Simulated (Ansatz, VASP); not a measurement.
# One calculation of I, two programs

```
CELL_PARAMETERS angstrom
-1.61746 1.61746 4.26481
1.61746 -1.61746 4.26481
1.61746 1.61746 -4.26481
ATOMIC_POSITIONS crystal
I 0.00000 0.00000 0.00000
```

Alike in both runs: task relaxation of cell and atoms; functional PBE; dispersion D3(BJ); k mesh 18 × 18 × 18; occupations gaussian, width 0.1 eV; no spin polarisation.

|  | VASP | Ansatz |
| --- | --- | --- |
| version | VASP 6.6.1 | Ansatz 0.2.0 |
| potentials or method | VASP PAW PBE potentials, release 64 (I), cutoff 600 eV | scalar-relativistic, plane waves, PAW |
| valence electrons in the cell | 7 | 17 |

```csv
,VASP,Ansatz,Ansatz less VASP
"gap on the k mesh at the Fermi level, each at its own relaxed structure (eV)",none,none,-
relaxed volume (Å³/atom),37.59,37.73,+0.139
relaxed cell length with the largest relative difference (Å),4.317,4.326,+0.0091
```

A gap of «none» marks a metal or a gap that the smearing closes. VASP's potentials hold 7 valence electrons a cell and Ansatz's 17, so a difference there can come from the potentials and not from the codes.

Neither program's run includes spin-orbit coupling. Noted on VASP's run: the volume moved by over 15 % at a fixed basis, so the end points are rough.
